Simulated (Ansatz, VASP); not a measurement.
Zr: VASP beside Ansatz

```
Zr
1.0
     0.00000    2.25500    2.25500
     2.25500    0.00000    2.25500
     2.25500    2.25500    0.00000
Zr
1
Direct
  0.00000 0.00000 0.00000
```

Alike in both runs: task single point; functional PBEsol; k mesh 18 × 18 × 18; occupations gaussian, width 0.15 eV; no spin polarisation.

```csv
,VASP,Ansatz
version,VASP 6.6.1,Ansatz 0.2.0
potentials or method,"VASP PAW PBE potentials, release 64 (Zr_sv), cutoff 520 eV","scalar-relativistic, plane waves, PAW"
valence electrons in the cell,12,12
```

|  | VASP | Ansatz | Ansatz less VASP |
| --- | --- | --- | --- |
| gap on the k mesh at the Fermi level (eV) | none | none | - |
| pressure (GPa) | -2.7 | -2.8 | -0.08 |

VASP's potentials were made for PBE, not for PBEsol. A gap of «none» marks a metal or a gap that the smearing closes.
